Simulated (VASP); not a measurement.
# LiSi16 (a cell with a defect) in VASP: notebook

Runs on LiSi16 (a cell with a defect). Level: PBE. Tasks: single point.

Program: VASP 6.6.1. These are calculated values, not measurements. Logs are shortened: lines on timing, memory, paths and dates and some standing lists are left out, and cuts for length are marked.

## (1) The cell of the first run

The cell holds a defect, 17 atoms: a = 7.679 Å, b = 7.679 Å, c = 7.679 Å, α = 60.00°, β = 60.00°, γ = 60.00°.

## (2) Single point, PBE

The input, INCAR:

```
SYSTEM = LiSi16
  PREC = Accurate
  ENCUT = 520
  EDIFF = 1E-6
  ISMEAR = -1
  SIGMA = 0.05
  LREAL = Auto
  LASPH = .TRUE.
  NELM = 100
  ALGO = Normal
  ISIF = 2
  LWAVE = .FALSE.
  LCHARG = .TRUE.
  GGA = PE
  LELF = .TRUE.
  LVHAR = .TRUE.
  NELECT = 66.0
  NBANDS = 48
```

The input, KPOINTS:

```
regular mesh
0
G
  2 2 2
  0 0 0
```

The input, POSCAR:

```
LiSi16
1.0
    0.0000000000      5.4300000000      5.4300000000
    5.4300000000      0.0000000000      5.4300000000
    5.4300000000      5.4300000000      0.0000000000
Si Li
16 1
Direct
   -0.0011993636     -0.0010170725      0.0037949792
    0.1234514328      0.1236336774      0.1337618334
   -0.0012260991     -0.0010394098      0.5130024635
    0.1214979096      0.1216788951      0.6357049946
   -0.0059916211      0.4974801945      0.0115929211
    0.1234507232      0.6197145575      0.1337629541
   -0.0012204809      0.4898231380      0.5130054177
    0.1234214607      0.6196952478      0.6377571236
    0.4972977328     -0.0058063188      0.0115904092
    0.6195323476      0.1236328941      0.1337631276
    0.4896423178     -0.0010365459      0.5130050550
    0.6195083545      0.1236124902      0.6377557800
    0.4972976669      0.4974798686      0.0115984132
    0.6214705139      0.6216561144      0.1357876486
    0.4972894167      0.4974788104      0.5083340201
    0.6195141793      0.6196982857      0.6377607018
    0.8716051092      0.8717674733      0.3853624572
```

Potentials or basis: VASP PAW PBE potentials, release 64 (Si, Li_sv).

On the command line:

```sh
$ cat potpaw_PBE.64/Si/POTCAR potpaw_PBE.64/Li_sv/POTCAR > POTCAR
$ mpirun -np 1 vasp_std > vasp.out
```

OUTCAR:

```text
SYSTEM = LiSi16
   PREC = Accurate
   ENCUT = 520
   EDIFF = 1E-6
   ISMEAR = -1
   LREAL = Auto
   LASPH = .TRUE.
   NELM = 100
   ISIF = 2
   GGA = PE
   NELECT = 66.0

 ion  position               nearest neighbor table
   1  0.999  0.999  0.004-   4 2.31  10 2.38   6 2.38   2 2.38  17 2.39
   2  0.123  0.124  0.134-   9 2.34   5 2.34   3 2.38   1 2.38  17 2.74
   3  0.999  0.999  0.513-   4 2.31   2 2.38   8 2.38  12 2.38  17 2.40
   4  0.121  0.122  0.636-   1 2.31   7 2.31  11 2.31   3 2.31
   5  0.994  0.497  0.012-  14 2.34   8 2.34   2 2.34   6 2.34
   6  0.123  0.620  0.134-   5 2.34  13 2.34   7 2.38   1 2.38  17 2.73
   7  0.999  0.490  0.513-   4 2.31   6 2.38  16 2.38   8 2.38  17 2.39
   8  0.123  0.620  0.638-   5 2.34  15 2.34   3 2.38   7 2.38  17 2.74
   9  0.497  0.994  0.012-  14 2.34  12 2.34   2 2.34  10 2.34
  10  0.620  0.124  0.134-   9 2.34  13 2.34  11 2.38   1 2.38  17 2.73
  11  0.490  0.999  0.513-   4 2.31  10 2.38  16 2.38  12 2.38  17 2.39
  12  0.620  0.124  0.638-   9 2.34  15 2.34   3 2.38  11 2.38  17 2.74
  13  0.497  0.497  0.012-  14 2.34  16 2.34   6 2.34  10 2.34
  14  0.621  0.622  0.136-   9 2.34   5 2.34  13 2.34  15 2.34
  15  0.497  0.497  0.508-  14 2.34  12 2.34   8 2.34  16 2.34
  16  0.620  0.620  0.638-  13 2.34  15 2.34  11 2.38   7 2.38  17 2.74
  17  0.872  0.872  0.385-   1 2.39   7 2.39  11 2.39   3 2.40   6 2.73  10 2.73   2 2.74  16 2.74
                             8 2.74  12 2.74

  LATTYP: Found a face centered cubic cell.
 ALAT       =    10.8600000000

  Lattice vectors:

 A1 = (   0.0000000000,   5.4300000000,   5.4300000000)
 A2 = (   5.4300000000,   0.0000000000,   5.4300000000)
 A3 = (   5.4300000000,   5.4300000000,   0.0000000000)

Analysis of symmetry for initial positions (statically):
=====================================================================
 Subroutine PRICEL returns:
 Original cell was already a primitive cell.

 Routine SETGRP: Setting up the symmetry group for a
 face centered cubic supercell.

 Subroutine GETGRP returns: Found  1 space group operations
 (whereof  1 operations were pure point group operations)
 out of a pool of 48 trial point group operations.

The static configuration has the point symmetry C_1 .

Analysis of symmetry for dynamics (positions and initial velocities):
=====================================================================
 Subroutine PRICEL returns:
 Original cell was already a primitive cell.

 Routine SETGRP: Setting up the symmetry group for a
 face centered cubic supercell.

 Subroutine GETGRP returns: Found  1 space group operations
 (whereof  1 operations were pure point group operations)
 out of a pool of 48 trial point group operations.

The dynamic configuration has the point symmetry C_1 .

 Subroutine INISYM returns: Found  1 space group operations
 (whereof  1 operations are pure point group operations),
 and found     1 'primitive' translations

----------------------------------------------------------------------------------------

                                     Primitive cell

  volume of cell :     320.2060

  direct lattice vectors                    reciprocal lattice vectors
     0.000000000  5.430000000  5.430000000    -0.092081031  0.092081031  0.092081031
     5.430000000  0.000000000  5.430000000     0.092081031 -0.092081031  0.092081031
     5.430000000  5.430000000  0.000000000     0.092081031  0.092081031 -0.092081031

  length of vectors
     7.679179644  7.679179644  7.679179644     0.159489025  0.159489025  0.159489025

  position of ions in fractional coordinates (direct lattice)
     0.998800636  0.998982928  0.003794979
     0.123451433  0.123633677  0.133761833
     0.998773901  0.998960590  0.513002464
     0.121497910  0.121678895  0.635704995
     0.994008379  0.497480194  0.011592921
     0.123450723  0.619714558  0.133762954
[... 9 lines left out ...]
     0.619514179  0.619698286  0.637760702
     0.871605109  0.871767473  0.385362457

  ion indices of the primitive-cell ions
   primitive index   ion index
                 1           1
                 2           2
                 3           3
                 4           4
                 5           5
                 6           6
[... 9 lines left out ...]
                16          16
                17          17

----------------------------------------------------------------------------------------

 KPOINTS: regular mesh

Automatic generation of k-mesh.
 Grid dimensions read from file:
 generate k-points for:    2    2    2

 Generating k-lattice:

  Cartesian coordinates                     Fractional coordinates (reciprocal lattice)
    -0.046040516  0.046040516  0.046040516     0.500000000  0.000000000  0.000000000
     0.046040516 -0.046040516  0.046040516     0.000000000  0.500000000  0.000000000
     0.046040516  0.046040516 -0.046040516     0.000000000  0.000000000  0.500000000

  Length of vectors
     0.079744512  0.079744512  0.079744512

  Shift w.r.t. Gamma in fractional coordinates (k-lattice)
     0.000000000  0.000000000  0.000000000

 Subroutine IBZKPT returns following result:
 ===========================================

 Found      8 irreducible k-points:

 Following reciprocal coordinates:
            Coordinates               Weight
  0.000000  0.000000  0.000000      1.000000
  0.500000  0.000000  0.000000      1.000000
  0.000000  0.500000  0.000000      1.000000
  0.000000  0.000000  0.500000      1.000000
  0.500000  0.500000  0.500000      1.000000
  0.500000  0.500000  0.000000      1.000000
  0.000000  0.500000  0.500000      1.000000
  0.500000  0.000000  0.500000      1.000000
   k-points           NKPTS =      8   k-points in BZ     NKDIM =      8   number of bands    NBANDS=     48
   number of dos      NEDOS =    301   number of ions     NIONS =     17
   total plane-waves  NPLWV = 216000
   dimension x,y,z NGX =    60 NGY =   60 NGZ =   60
   dimension x,y,z NGXF=   120 NGYF=  120 NGZF=  120
   ions per type =              16   1
   NGX,Y,Z   is equivalent  to a cutoff of  12.99, 12.99, 12.99 a.u.
   NGXF,Y,Z  is equivalent  to a cutoff of  25.98, 25.98, 25.98 a.u.
 SYSTEM =  LiSi16
   PREC   = accura    normal or accurate (medium, high low for compatibility)
   ISTART =      0    job   : 0-new  1-cont  2-samecut
   ICHARG =      2    charge: 1-file 2-atom 10-const
   ISPIN  =      1    spin polarized calculation?
   LNONCOLLINEAR =      F non collinear calculations
   LSORBIT =      F    spin-orbit coupling
   LASPH  =      T    aspherical Exc in radial PAW
   ENCUT  =  520.0 eV  38.22 Ry    6.18 a.u.  14.28 14.28 14.28*2*pi/ulx,y,z
   NELM   =    100;   NELMIN=  2; NELMDL= -5     # of ELM steps
   EDIFF  = 0.1E-05   stopping-criterion for ELM
   LREAL  =      T    real-space projection
   EDIFFG = 0.1E-04   stopping-criterion for IOM
   NSW    =      0    number of steps for IOM
   IBRION =     -1    ionic relax: 0-MD 1-quasi-New 2-CG
   NFREE  =      0    steps in history (QN), initial steepest desc. (CG)
   ISIF   =      2    stress and relaxation
   ISYM   =      2    0-nonsym 1-usesym 2-fastsym
   POTIM  = 0.5000    time-step for ionic-motion
   TEBEG  =    0.0;   TEEND  =   0.0 temperature during run
   PSTRESS=    0.0 pullay stress
   NELECT =      66.0000    total number of electrons
   NUPDOWN=      -1.0000    fix difference up-down
   EMIN   =  10.00;   EMAX   =-10.00  energy-range for DOS
   EFERMI =   0.00;   METHOD = LEGACY
   ISMEAR =    -1;   SIGMA  =   0.05  broadening in eV -4-tet -1-fermi 0-gaus
   EFERMI_NEDOS =   21; number of points for ismear=-14 and -15
   IALGO  =     38    algorithm
   IMIX   =      4    mixing-type and parameters
     AMIX     =   0.40;   BMIX     =  1.00
     AMIX_MAG =   1.60;   BMIX_MAG =  1.00
  volume/ion in A,a.u.               =      18.84       127.11
  Fermi-wavevector in a.u.,A,eV,Ry     =   0.967044  1.827449 12.723821  0.935174
  Thomas-Fermi vector in A             =   2.096897
   LORBIT       =      0    0 simple, 1 ext, 2 COOP (PROOUT), +10 PAW based schemes
   GGA     = PE    functional components
   LHFCALC =     F    Hartree Fock is set to
   AEXX    =    0.0000 exact exchange contribution
   IVDW    =     0    specifies the selected vdW correction
   LEPSILON=     F    determine dielectric tensor
   LRPA    =     F    only Hartree local field effects (RPA)
 non-spin polarized calculation
  energy-cutoff  :      520.00
  volume of cell :      320.21
 maximum number of plane-waves:      8646
 NGX is ok and might be reduce to    60
   NGX = 29   NGY = 29   NGZ = 29

 number of electron      66.0000000 magnetization

 Free energy of the ion-electron system (eV)
  ---------------------------------------------------
  ext. energy  EPLUGINS =         0.00000000
  ---------------------------------------------------
  free energy    TOTEN  =       -93.51470965 eV

  energy without entropy =      -93.51372423  energy(sigma->0) =      -93.51421694

 E-fermi :   6.3586     XC(G=0):  -9.4410

 val. band max:        6.0413215334   @ k =   0.0000   0.0000   0.0000
 cond. band min:       6.6835347824   @ k =   0.0000   0.0000   0.0000
 fundamental gap:      0.6422132490
 Fermi energy:         6.3585965648

 k-point     1 :       0.0000    0.0000    0.0000
  band No.  band energies     occupation
      1     -40.3796      2.00000
      2      -5.9236      2.00000
      3      -3.6725      2.00000
      4      -3.6117      2.00000
      5      -3.6116      2.00000
      6      -3.6115      2.00000
[... 37 lines left out ...]
     44       8.3492      0.00000
     45       8.3500      0.00000

 k-point     2 :       0.5000    0.0000    0.0000
  band No.  band energies     occupation
      1     -40.3796      2.00000
      2      -5.1971      2.00000
      3      -5.0685      2.00000
      4      -3.3549      2.00000
      5      -3.3134      2.00000
      6      -3.3124      2.00000
[... 280 lines left out ...]
 k-point     8 :       0.5000    0.0000    0.5000
  band No.  band energies     occupation
      1     -40.3796      2.00000
      2      -4.9068      2.00000
      3      -4.8158      2.00000
      4      -3.9269      2.00000
      5      -3.8956      2.00000
      6      -3.8955      2.00000
[... 37 lines left out ...]
     44      10.3329      0.00000
     45      10.4010      0.00000
 [bands above 45 left out]

------------------------ aborting loop because EDIFF is reached ----------------------------------------

  FORCE on cell =-STRESS in cart. coord.  units (eV):
  Direction    XX          YY          ZZ          XY          YZ          ZX
  --------------------------------------------------------------------------------------
  -------------------------------------------------------------------------------------
  Total       -1.1585814     -1.1578952     -1.1591843      0.0082506     -0.0121136     -0.0102500
  in kB       -5.7970582     -5.7936246     -5.8000748      0.0412826     -0.0606113     -0.0512867
  external PRESSURE =      -5.7969192 kB  Pullay stress =       0.0000000 kB

 VOLUME and BASIS-vectors are now :
 -----------------------------------------------------------------------------
  energy-cutoff  :      520.00
  volume of cell :      320.21
      direct lattice vectors                 reciprocal lattice vectors
     0.000000000  5.430000000  5.430000000    -0.092081031  0.092081031  0.092081031
     5.430000000  0.000000000  5.430000000     0.092081031 -0.092081031  0.092081031
     5.430000000  5.430000000  0.000000000     0.092081031  0.092081031 -0.092081031

 POSITION                                       TOTAL-FORCE (eV/Angst)
 -----------------------------------------------------------------------------------
      5.44508      5.44409     10.84796        -0.002505     -0.002212      0.003064
      1.39766      1.39667      1.34167         0.001072      0.000501      0.001610
      8.20996      8.20895     10.84770         0.000417      0.001148     -0.003482
      4.11259      4.11161      1.32045        -0.003487     -0.003144      0.002950
      2.76427      5.46042      8.09878        -0.000257     -0.000016      0.000046
      4.09138      1.39667      4.03539        -0.001356      0.000790     -0.000423
[... 9 lines left out ...]
      6.82800      6.82700      6.72892        -0.002204     -0.002038     -0.000594
      6.82622      6.82533      9.46651         0.003774      0.003215     -0.001984
 -----------------------------------------------------------------------------------
    total drift:                               -0.000536     -0.000023     -0.000555

  FREE ENERGIE OF THE ION-ELECTRON SYSTEM (eV)
  ---------------------------------------------------
  free  energy   TOTEN  =       -93.5147096493 eV

  energy  without entropy=      -93.5137242348  energy(sigma->0) =      -93.51421694
```

Run time: 5.2 min. Hardware: 1 thread of Intel Xeon Platinum 8488C (Sapphire Rapids), shared host; peak memory 0.48 GiB.

Results:

```yaml
Free_energy: -93.5147 eV
Largest_force: 0.006 eV/Å
```

Forces on the atoms (eV/Å):
```
Si  -0.003 -0.002  0.003
Si   0.001  0.001  0.002
Si   0.000  0.001 -0.003
Si  -0.003 -0.003  0.003
Si   0.000  0.000  0.000
Si  -0.001  0.001  0.000
Si   0.003  0.001 -0.001
Si  -0.002 -0.001  0.002
Si   0.000  0.000  0.000
Si   0.001 -0.002  0.000
Si   0.001  0.003 -0.001
Si  -0.001 -0.002  0.002
Si  -0.001  0.000  0.000
Si   0.000  0.000  0.000
Si   0.004  0.003 -0.002
Si  -0.002 -0.002 -0.001
Li   0.004  0.003 -0.002
```

Caveat: the k points lie up to 0.50 Å⁻¹ apart; the cell carries a net charge on a neutralising background, which shifts energy and pressure; the cell is charged against a uniform background, so pressure and absolute levels hang on convention; the cutoff is under 1.25 times the usual one of these potentials, so pressure, stress and relaxed cells hold a basis-set (Pulay) error.

## (3) Single point, PBE

The input, INCAR:

```
PREC = Accurate ; ENCUT = 520
EDIFF = 1E-6 ; ISMEAR = -1
SIGMA = 0.05 ; LREAL = Auto
LASPH = True ; NELM = 100
ALGO = Normal ; ISIF = 2
LWAVE = False ; LCHARG = False
GGA = PE ; NELECT = 66.0
NBANDS = 48
```

The input, KPOINTS:

```
Automatic mesh
0
Gamma
  2 2 2
```

The input, POSCAR:

```
LiSi16
1.0
    0.0000000000      5.4300000000      5.4300000000
    5.4300000000      0.0000000000      5.4300000000
    5.4300000000      5.4300000000      0.0000000000
Si Li
16 1
Direct
   -0.0018832619     -0.0014086271     -0.0100358303
    0.1227310656      0.1232475740      0.1199129575
   -0.0020919501     -0.0016676550      0.4991374225
    0.1206130140      0.1210729849      0.6218345435
   -0.0064062603      0.4970786817     -0.0020457858
    0.1230722992      0.6192708951      0.1201190796
   -0.0018886957      0.4892006173      0.4994347842
    0.1227225154      0.6191179719      0.6241202537
    0.4965667927     -0.0059198370     -0.0020636715
    0.6187985002      0.1234819952      0.1201387860
    0.4887486713     -0.0014028060      0.4994456484
    0.6186968758      0.1232140682      0.6240961878
    0.4969112858      0.4973252463     -0.0018664374
    0.6210479252      0.6215337317      0.1223559927
    0.4965660451      0.4970591725      0.4949041294
    0.6188040959      0.6192960315      0.6242749388
    0.8705121118      0.8709763047      0.3717402207
```

Potentials or basis: VASP PAW PBE potentials, release 64 (Si, Li_sv).

On the command line:

```sh
$ cat potpaw_PBE.64/Si/POTCAR potpaw_PBE.64/Li_sv/POTCAR > POTCAR
$ mpirun -np 1 vasp_std > vasp.out
```

Wall time 4.9 min (1 thread of Intel Xeon Platinum 8488C (Sapphire Rapids), shared host); peak memory 0.48 GiB.

It converged, with:

| Quantity | Value |
| --- | --- |
| Free energy | -93.5146 eV |
| Largest force | 0.010 eV/Å |

Forces in eV/Å, atoms in the order of the input:
```
Si   0.002  0.002 -0.002
Si   0.000  0.000 -0.002
Si   0.004  0.004  0.004
Si   0.002  0.002  0.001
Si   0.001 -0.002  0.000
Si   0.000 -0.001  0.000
Si   0.000 -0.001  0.001
Si  -0.001 -0.001  0.000
Si  -0.002  0.002 -0.001
Si  -0.001  0.000  0.001
Si   0.000  0.000  0.000
Si  -0.001 -0.001 -0.001
Si  -0.003 -0.004 -0.003
Si  -0.005 -0.004 -0.004
Si   0.000 -0.001  0.003
Si  -0.002 -0.001  0.000
Li   0.007  0.006  0.004
```

Levels at points of the mesh, in eV from the Fermi level:
| k point | band 31 | band 32 | band 33 | band 34 | band 35 | band 36 |
| --- | --- | --- | --- | --- | --- | --- |
| (0.00, 0.00, 0.00) | -0.32 | -0.32 | -0.32 | 0.32 | 0.33 | 0.33 |
| (0.50, 0.00, 0.00) | -1.13 | -1.04 | -1.04 | 0.88 | 1.08 | 1.08 |
| (0.00, 0.50, 0.00) | -1.13 | -1.04 | -1.04 | 0.88 | 1.08 | 1.08 |
| (0.00, 0.00, 0.50) | -1.13 | -1.04 | -1.04 | 0.88 | 1.08 | 1.08 |
| (0.50, 0.50, 0.50) | -1.13 | -1.04 | -1.04 | 0.88 | 1.08 | 1.08 |
| (0.50, 0.50, 0.00) | -1.68 | -1.63 | -1.59 | 0.75 | 0.82 | 1.88 |
| (0.00, 0.50, 0.50) | -1.68 | -1.63 | -1.59 | 0.75 | 0.82 | 1.88 |
| (0.50, 0.00, 0.50) | -1.68 | -1.63 | -1.59 | 0.75 | 0.82 | 1.88 |

Caveat: the k points lie up to 0.50 Å⁻¹ apart; the cell carries a net charge on a neutralising background, which shifts energy and pressure; the cell is charged against a uniform background, so pressure and absolute levels hang on convention; the cutoff is under 1.25 times the usual one of these potentials, so pressure, stress and relaxed cells hold a basis-set (Pulay) error.
